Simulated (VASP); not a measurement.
# Mn3Cu (Pm-3m) in VASP: further runs

The runs below take Mn3Cu through single point, relaxation of cell and atoms, with PBE.

Program: VASP 6.6.1. These are calculated values, not measurements. Logs are shortened: lines on timing, memory, paths and dates and some standing lists are left out, and cuts for length are marked.

## Step 1: The cell of the first run

The structure is cubic, space group Pm-3m (No. 221). Conventional cell: a = 3.735 Å, b = 3.735 Å, c = 3.735 Å, α = 90.00°, β = 90.00°, γ = 90.00°. Mn (site symmetry 4/mmm) has 8 Mn at 2.64 Å and 4 Cu at 2.64 Å within 3.5 Å. Cu (site symmetry m-3m) has 12 Mn at 2.64 Å within 3.5 Å.

## Step 2: Single point, PBE

Contents of INCAR:

```
PREC = Accurate
ENCUT = 520
EDIFF = 1E-7
ISMEAR = 0
SIGMA = 0.1
LREAL = F
LASPH = T
NELM = 80
ALGO = Fast
ISIF = 2
LWAVE = F
LCHARG = F
GGA = PE
NBANDS = 33
```

Contents of KPOINTS:

```
regular mesh
0
Gamma
  12 12 12
```

Contents of POSCAR:

```
Mn3Cu
1.0
    3.7348042003      0.0000000000      0.0000000000
    0.0000000000      3.7348042003      0.0000000000
    0.0000000000      0.0000000000      3.7348042003
Mn Cu
3 1
Direct
    0.0000000000      0.5000000000      0.5000000000
    0.5000000000      0.0000000000      0.5000000000
    0.5000000000      0.5000000000      0.0000000000
    0.0000000000      0.0000000000      0.0000000000
```

Potentials or basis: VASP PAW PBE potentials, release 64 (Mn_pv, Cu).

Command:

```console
> cat potpaw_PBE.64/Mn_pv/POTCAR potpaw_PBE.64/Cu/POTCAR > POTCAR
> mpirun -np 1 vasp_std > vasp.out
```

OUTCAR:

```text
PREC = Accurate
   ENCUT = 520
   EDIFF = 1E-7
   ISMEAR = 0
   LREAL = F
   LASPH = T
   NELM = 80
   ISIF = 2
   GGA = PE

 ion  position               nearest neighbor table
   1  0.000  0.500  0.500-   2 2.64   3 2.64   4 2.64   3 2.64   4 2.64   2 2.64   4 2.64   4 2.64
                             2 2.64   3 2.64   3 2.64   2 2.64
   2  0.500  0.000  0.500-   1 2.64   3 2.64   4 2.64   3 2.64   4 2.64   1 2.64   3 2.64   3 2.64
                             1 2.64   4 2.64   4 2.64   1 2.64
   3  0.500  0.500  0.000-   1 2.64   2 2.64   4 2.64   1 2.64   2 2.64   2 2.64   4 2.64   2 2.64
                             1 2.64   4 2.64   1 2.64   4 2.64
   4  0.000  0.000  0.000-   1 2.64   2 2.64   3 2.64   1 2.64   2 2.64   1 2.64   3 2.64   1 2.64
                             2 2.64   3 2.64   2 2.64   3 2.64

  LATTYP: Found a simple cubic cell.
 ALAT       =     3.7348042003

  Lattice vectors:

 A1 = (   3.7348042003,   0.0000000000,   0.0000000000)
 A2 = (   0.0000000000,   3.7348042003,   0.0000000000)
 A3 = (   0.0000000000,   0.0000000000,   3.7348042003)

Analysis of symmetry for initial positions (statically):
=====================================================================
 Subroutine PRICEL returns:
 Original cell was already a primitive cell.

 Routine SETGRP: Setting up the symmetry group for a
 simple cubic supercell.

 Subroutine GETGRP returns: Found 48 space group operations
 (whereof 48 operations were pure point group operations)
 out of a pool of 48 trial point group operations.

The static configuration has the point symmetry O_h .

Analysis of symmetry for dynamics (positions and initial velocities):
=====================================================================
 Subroutine PRICEL returns:
 Original cell was already a primitive cell.

 Routine SETGRP: Setting up the symmetry group for a
 simple cubic supercell.

 Subroutine GETGRP returns: Found 48 space group operations
 (whereof 48 operations were pure point group operations)
 out of a pool of 48 trial point group operations.

The dynamic configuration has the point symmetry O_h .

 Subroutine INISYM returns: Found 48 space group operations
 (whereof 48 operations are pure point group operations),
 and found     1 'primitive' translations

----------------------------------------------------------------------------------------

                                     Primitive cell

  volume of cell :      52.0959

  direct lattice vectors                    reciprocal lattice vectors
     3.734804200  0.000000000  0.000000000     0.267751653  0.000000000  0.000000000
     0.000000000  3.734804200  0.000000000     0.000000000  0.267751653  0.000000000
     0.000000000  0.000000000  3.734804200     0.000000000  0.000000000  0.267751653

  length of vectors
     3.734804200  3.734804200  3.734804200     0.267751653  0.267751653  0.267751653

  position of ions in fractional coordinates (direct lattice)
     0.000000000  0.500000000  0.500000000
     0.500000000  0.000000000  0.500000000
     0.500000000  0.500000000  0.000000000
     0.000000000  0.000000000  0.000000000

  ion indices of the primitive-cell ions
   primitive index   ion index
                 1           1
                 2           2
                 3           3
                 4           4

----------------------------------------------------------------------------------------

 KPOINTS: regular mesh

Automatic generation of k-mesh.
 Grid dimensions read from file:
 generate k-points for:   12   12   12

 Generating k-lattice:

  Cartesian coordinates                     Fractional coordinates (reciprocal lattice)
     0.022312638  0.000000000  0.000000000     0.083333333  0.000000000  0.000000000
     0.000000000  0.022312638  0.000000000     0.000000000  0.083333333  0.000000000
     0.000000000  0.000000000  0.022312638     0.000000000  0.000000000  0.083333333

  Length of vectors
     0.022312638  0.022312638  0.022312638

  Shift w.r.t. Gamma in fractional coordinates (k-lattice)
     0.000000000  0.000000000  0.000000000

 Subroutine IBZKPT returns following result:
 ===========================================

 Found     84 irreducible k-points:

 Following reciprocal coordinates:
            Coordinates               Weight
  0.000000  0.000000  0.000000      1.000000
  0.083333  0.000000  0.000000      6.000000
  0.166667  0.000000  0.000000      6.000000
  0.250000  0.000000  0.000000      6.000000
  0.333333  0.000000  0.000000      6.000000
  0.416667  0.000000  0.000000      6.000000
[... 16 lines left out ...]
  0.333333  0.333333  0.000000     12.000000
  0.416667  0.333333  0.000000     24.000000
 [... further k-points ...]
   k-points           NKPTS =     84   k-points in BZ     NKDIM =     84   number of bands    NBANDS=     33
   number of dos      NEDOS =    301   number of ions     NIONS =      4
   total plane-waves  NPLWV =  21952
[... 35 lines left out ...]
     AMIX_MAG =   1.60;   BMIX_MAG =  1.00
  volume/ion in A,a.u.               =      13.02        87.89
  Fermi-wavevector in a.u.,A,eV,Ry     =   1.614843  3.051611 35.480160  2.607718
  Thomas-Fermi vector in A             =   2.709687
   LORBIT       =      0    0 simple, 1 ext, 2 COOP (PROOUT), +10 PAW based schemes
   GGA     = PE    functional components
   LHFCALC =     F    Hartree Fock is set to
   AEXX    =    0.0000 exact exchange contribution
   IVDW    =     0    specifies the selected vdW correction
   LEPSILON=     F    determine dielectric tensor
   LRPA    =     F    only Hartree local field effects (RPA)
 non-spin polarized calculation
 RMM-DIIS sequential band-by-band and
 Gauss-broadening in eV      SIGMA  =   0.10
  energy-cutoff  :      520.00
  volume of cell :       52.10
 maximum number of plane-waves:      1420
 NGX is ok and might be reduce to    28
   NGX = 13   NGY = 13   NGZ = 13

 number of electron      50.0000115 magnetization

 Free energy of the ion-electron system (eV)
  ---------------------------------------------------
  ext. energy  EPLUGINS =         0.00000000
  ---------------------------------------------------
  free energy    TOTEN  =       -28.76393452 eV

  energy without entropy =      -28.72319220  energy(sigma->0) =      -28.74356336

 E-fermi :   7.7914     XC(G=0): -12.7260

 val. band max:        7.7862386367   @ k =   0.4167   0.4167   0.1667
 cond. band min:       7.7955585589   @ k =   0.3333   0.1667   0.0000
 fundamental gap:      0.0093199222
 Fermi energy:         7.7914410877

 k-point     1 :       0.0000    0.0000    0.0000
  band No.  band energies     occupation
      1     -40.3980      2.00000
      2     -40.3980      2.00000
      3     -40.3980      2.00000
      4     -40.2338      2.00000
      5     -40.2338      2.00000
      6     -40.2338      2.00000
[... 25 lines left out ...]
     32      10.1093      0.00000
     33      10.1093      0.00000

 k-point     2 :       0.0833    0.0000    0.0000
  band No.  band energies     occupation
      1     -40.3954      2.00000
      2     -40.3954      2.00000
      3     -40.3939      2.00000
      4     -40.2346      2.00000
      5     -40.2346      2.00000
      6     -40.2341      2.00000
[... 25 lines left out ...]
     32      10.5070      0.00000
     33      10.5070      0.00000

 k-point     3 :       0.1667    0.0000    0.0000
  band No.  band energies     occupation
      1     -40.3880      2.00000
      2     -40.3880      2.00000
      3     -40.3816      2.00000
      4     -40.2369      2.00000
      5     -40.2369      2.00000
      6     -40.2348      2.00000
[... 25 lines left out ...]
     32      11.2654      0.00000
     33      11.2654      0.00000

 k-point     4 :       0.2500    0.0000    0.0000
  band No.  band energies     occupation
      1     -40.3768      2.00000
      2     -40.3768      2.00000
      3     -40.3620      2.00000
      4     -40.2411      2.00000
      5     -40.2411      2.00000
      6     -40.2357      2.00000
[... 673 lines left out ...]
     32      11.9809      0.00000
     33      12.1454      0.00000

 k-point    23 :       0.3333    0.3333    0.0000
  band No.  band energies     occupation
      1     -40.3817      2.00000
      2     -40.3266      2.00000
      3     -40.3240      2.00000
      4     -40.2821      2.00000
      5     -40.2499      2.00000
      6     -40.2378      2.00000
[... 25 lines left out ...]
     32      10.3032      0.00000
     33      12.7315      0.00000

 k-point    24 :       0.4167    0.3333    0.0000
  band No.  band energies     occupation
      1     -40.3757      2.00000
      2     -40.3459      2.00000
      3     -40.3090      2.00000
      4     -40.2699      2.00000
      5     -40.2530      2.00000
      6     -40.2481      2.00000
[... 25 lines left out ...]
     32      10.5753      0.00000
     33      11.8487      0.00000

 [... further k-points ...]

------------------------ aborting loop because EDIFF is reached ----------------------------------------

  FORCE on cell =-STRESS in cart. coord.  units (eV):
  Direction    XX          YY          ZZ          XY          YZ          ZX
  --------------------------------------------------------------------------------------
  -------------------------------------------------------------------------------------
  Total       -9.1277576     -9.1277576     -9.1277576     -0.0000000      0.0000000     -0.0000000
  in kB     -280.7185828   -280.7185828   -280.7185828     -0.0000000      0.0000000     -0.0000000
  external PRESSURE =    -280.7185828 kB  Pullay stress =       0.0000000 kB

 VOLUME and BASIS-vectors are now :
 -----------------------------------------------------------------------------
  energy-cutoff  :      520.00
  volume of cell :       52.10
      direct lattice vectors                 reciprocal lattice vectors
     3.734804200  0.000000000  0.000000000     0.267751653  0.000000000  0.000000000
     0.000000000  3.734804200  0.000000000     0.000000000  0.267751653  0.000000000
     0.000000000  0.000000000  3.734804200     0.000000000  0.000000000  0.267751653

 POSITION                                       TOTAL-FORCE (eV/Angst)
 -----------------------------------------------------------------------------------
      0.00000      1.86740      1.86740         0.000000      0.000000      0.000000
      1.86740      0.00000      1.86740         0.000000      0.000000      0.000000
      1.86740      1.86740      0.00000         0.000000      0.000000      0.000000
      0.00000      0.00000      0.00000         0.000000      0.000000      0.000000
 -----------------------------------------------------------------------------------
    total drift:                                0.000000      0.000000      0.000000

  FREE ENERGIE OF THE ION-ELECTRON SYSTEM (eV)
  ---------------------------------------------------
  free  energy   TOTEN  =       -28.7639345212 eV

  energy  without entropy=      -28.7231922039  energy(sigma->0) =      -28.74356336
```

It took 70 s on 1 thread of Intel Xeon 6975P-C (Granite Rapids), shared host; peak memory 0.23 GiB.

What came out:

```
Free energy            : -28.7639 eV
Pressure               : -28.1 GPa
Band gap on the k mesh : zero (bands 25 and 26 overlap by 0.97 eV)
```

Levels at points of the mesh, in eV from the Fermi level:
```
           k point  band 21  band 22  band 23  band 24  band 25  band 26  band 27  band 28  band 29  band 30
(0.00, 0.00, 0.00)    -1.18     0.24     0.24     0.24     0.67     0.67     1.12     1.38     1.38     1.38
(0.50, 0.00, 0.00)    -0.83    -0.83    -0.64    -0.59    -0.21    -0.02    -0.02     0.09     0.15     0.69
(0.50, 0.50, 0.00)    -1.59    -1.59    -0.65    -0.65    -0.29    -0.29    -0.29     0.24     0.27     1.13
(0.50, 0.50, 0.50)    -1.08    -0.24    -0.24    -0.24     0.19     0.19     0.19     0.23     0.44     0.44
```

Caveat: the cell stands under tension; the run has no spin polarisation, though such a crystal can be magnetic.

## Step 3: Single point, PBE

This run uses another cell than the first one, of 10.15 Å³/atom.

Contents of INCAR:

```
SYSTEM = Mn3Cu
ALGO = Normal
EDIFF = 1E-6
ENCUT = 520
GGA = PE
ISIF = 2
ISMEAR = 0
LASPH = .True.
LCHARG = .False.
LREAL = .False.
LWAVE = .False.
NBANDS = 33
NELM = 80
PREC = Accurate
SIGMA = 0.1
```

Contents of KPOINTS:

```
k-points
0
Gamma
  12 12 12
  0 0 0
```

Contents of POSCAR:

```
Mn3Cu
1.0
    3.4374504390      0.0000000000      0.0000000000
    0.0000000000      3.4374504390      0.0000000000
    0.0000000000      0.0000000000      3.4374504390
Mn Cu
3 1
Direct
    0.0000000000      0.5000000000      0.5000000000
    0.5000000000      0.0000000000      0.5000000000
    0.5000000000      0.5000000000      0.0000000000
    0.0000000000      0.0000000000      0.0000000000
```

Potentials or basis: VASP PAW PBE potentials, release 64 (Mn_pv, Cu).

Command:

```console
> cat potpaw_PBE.64/Mn_pv/POTCAR potpaw_PBE.64/Cu/POTCAR > POTCAR
> mpirun -np 1 vasp_std > vasp.out
```

Wall time 47 s (1 thread of Intel Xeon 6975P-C (Granite Rapids), shared host); peak memory 0.22 GiB.

The run converged. Its results:

- Free energy: -29.4003 eV
- Pressure: 22.0 GPa
- Band gap on the k mesh: zero (bands 25 and 26 overlap by 1.44 eV)

Levels at points of the mesh, in eV from the Fermi level:
```csv
k point,band 23,band 24,band 25,band 26,band 27,band 28
"(0.00, 0.00, 0.00)",0.39,0.39,0.98,0.98,1.61,1.99
"(0.50, 0.00, 0.00)",-0.84,-0.83,-0.30,-0.06,-0.06,0.19
"(0.50, 0.50, 0.00)",-0.89,-0.89,-0.46,-0.46,-0.45,0.33
"(0.50, 0.50, 0.50)",-0.49,-0.49,0.31,0.31,0.31,0.40
```

Caveat: the cell stands under pressure; the run has no spin polarisation, though such a crystal can be magnetic. Spin polarisation is off, so any magnetic state and its effect on volume and gap are missing.

## Step 4: Single point, PBE, collinear spin, ferromagnetic start

This run uses another cell than the first one, of 11.04 Å³/atom.

Contents of INCAR:

```
  PREC = Accurate
  ENCUT = 520
  EDIFF = 1E-7
  ISMEAR = 0
  SIGMA = 0.1
  LREAL = False
  LASPH = True
  NELM = 150
  ALGO = Fast
  ISIF = 2
  LWAVE = False
  LCHARG = False
  ISPIN = 2
  MAGMOM = 2.59 2.59 2.59 0.21
  LORBIT = 11
  NUPDOWN = 7.5
  LMAXMIX = 4
  GGA = PE
  NBANDS = 37
```

Contents of KPOINTS:

```
Automatic mesh
0
Gamma
  12 12 12
```

Contents of POSCAR:

```
Mn3Cu
1.0
    3.5343305890      0.0000000000      0.0000000000
    0.0000000000      3.5343305890      0.0000000000
    0.0000000000      0.0000000000      3.5343305890
Mn Cu
3 1
Direct
    0.0000000000      0.5000000000      0.5000000000
    0.5000000000      0.0000000000      0.5000000000
    0.5000000000      0.5000000000      0.0000000000
    0.0000000000      0.0000000000      0.0000000000
```

Command:

```console
> cat potpaw_PBE.64/Mn_pv/POTCAR potpaw_PBE.64/Cu/POTCAR > POTCAR
> mpirun -np 1 vasp_std > vasp.out
```

Wall time 2.4 min (1 thread of Intel Xeon 6975P-C (Granite Rapids), shared host); peak memory 0.31 GiB.

The run converged. Its results:

```yaml
Free_energy: -28.9831 eV
Pressure: 24.4 GPa
Net_moment: 7.50 μB per cell
Site_moments: Mn +2.40; Cu +0.15 μB
Valence_electrons_inside_the_program's_atomic_spheres: Mn 11.89; Cu 10.25
```

Caveat: the cell stands under pressure; the total moment is fixed, so each spin has its own Fermi level.

## Step 5: Relaxation of cell and atoms, PBE, collinear spin, ferromagnetic start

This run uses another cell than the first one, of 11.04 Å³/atom.

Contents of INCAR:

```
SYSTEM = Mn3Cu
ALGO = Normal
EDIFF = 1E-7
EDIFFG = -0.01
ENCUT = 600
GGA = PE
IBRION = 2
ISIF = 3
ISMEAR = 0
ISPIN = 2
LASPH = .True.
LCHARG = .False.
LMAXMIX = 4
LORBIT = 11
LREAL = .False.
LWAVE = .False.
MAGMOM = 4 4 4 0
NELM = 150
NSW = 80
PREC = Accurate
SIGMA = 0.1
```

Contents of KPOINTS:

```
k-points
0
Gamma
  12 12 12
  0 0 0
```

Contents of POSCAR:

```
Mn3Cu
1.0
    3.5343305851      0.0000000000      0.0000000000
    0.0000000000      3.5343305851      0.0000000000
    0.0000000000      0.0000000000      3.5343305851
Mn Cu
3 1
Direct
    0.0000000000      0.5000000000      0.5000000000
    0.5000000000      0.0000000000      0.5000000000
    0.5000000000      0.5000000000      0.0000000000
    0.0000000000      0.0000000000      0.0000000000
```

Command:

```console
> cat potpaw_PBE.64/Mn_pv/POTCAR potpaw_PBE.64/Cu/POTCAR > POTCAR
> mpirun -np 1 vasp_std > vasp.out
```

It took 10 min on 1 thread of Oxide Virtual Turin-like, shared host; peak memory 0.31 GiB.

The run converged. Its results:

```
Free energy                                           : -29.6486 eV
Relaxed volume                                        : 11.05 Å³/atom
Relaxed cell                                          : a = 3.536 Å, b = 3.536 Å, c = 3.536 Å, α = 90.00°, β = 90.00°, γ = 90.00°
Space group after relaxing (to 0.1 Å)                 : Pm-3m (No. 221)
Energy gained by relaxing                             : 0.0 meV/atom
Ionic steps                                           : 3
Pressure after relaxing                               : 0.0 GPa
Net moment                                            : 1.83 μB per cell
Site moments                                          : Mn +0.61; Cu -0.03 μB
Valence electrons inside the program's atomic spheres : Mn 11.87; Cu 10.22
```

Final structure:
```yaml
crystal:
  lattice:
    - [3.53554, 0.00000, 0.00000]
    - [0.00000, 3.53554, 0.00000]
    - [0.00000, 0.00000, 3.53554]
  atoms:
    - { symbol: Mn, position: [0.00000, 0.50000, 0.50000] }
    - { symbol: Mn, position: [0.50000, 0.00000, 0.50000] }
    - { symbol: Mn, position: [0.50000, 0.50000, 0.00000] }
    - { symbol: Cu, position: [0.00000, 0.00000, 0.00000] }
```

Levels at points of the mesh, in eV from the Fermi level:
Spin up:
```csv
k point,band 22,band 23,band 24,band 25,band 26,band 27,band 28,band 29,band 30,band 31
"(0.00, 0.00, 0.00)",0.19,0.19,0.19,0.46,0.46,1.07,1.65,1.65,1.65,2.61
"(0.50, 0.00, 0.00)",-1.08,-1.02,-0.97,-0.62,-0.18,-0.18,-0.16,0.02,0.47,1.66
"(0.50, 0.50, 0.00)",-2.26,-0.86,-0.86,-0.76,-0.76,-0.70,0.14,0.20,1.36,1.66
"(0.50, 0.50, 0.50)",-0.39,-0.39,-0.39,-0.04,-0.04,-0.04,0.32,0.41,0.41,1.26
```
Spin down:
```csv
k point,band 21,band 22,band 23,band 24,band 25,band 26,band 27,band 28
"(0.00, 0.00, 0.00)",-1.10,0.63,0.63,0.63,1.51,1.51,1.94,2.06
"(0.50, 0.00, 0.00)",-0.78,-0.78,-0.41,-0.30,0.25,0.25,0.31,0.44
"(0.50, 0.50, 0.00)",-1.69,-1.69,-0.56,-0.56,0.08,0.18,0.18,0.58
"(0.50, 0.50, 0.50)",-1.01,-0.35,-0.35,-0.35,0.42,0.81,0.81,0.81
```

## Step 6: The runs side by side

```csv
task,spin,fixed moment (μB),cell,cutoff (eV),gap on the mesh (eV),pressure (GPa),moment (μB)
single point,off,-,"a = 3.735 Å, 4 atoms",520,none,-28.1,-
single point,off,-,"a = 3.437 Å, 4 atoms",520,none,22.0,-
single point,"collinear, ferromagnetic start",7.5,"a = 3.534 Å, 4 atoms",520,-,24.4,7.50
relaxation of cell and atoms,"collinear, ferromagnetic start",-,"relaxed from a = 3.534 Å, 4 atoms",600,none,0.0,1.83
```

Alike in all rows: level PBE; potentials or basis VASP PAW PBE potentials, release 64 (Mn_pv, Cu); k mesh 12 × 12 × 12; smearing gaussian 0.1 eV.

Caveats: the cell stands under pressure (at least some runs); the cell stands under tension (at least some runs); the total moment is fixed, so each spin has its own Fermi level (at least some runs).

Total energies depend on the potentials used, so only differences within one code and one set of settings carry meaning.
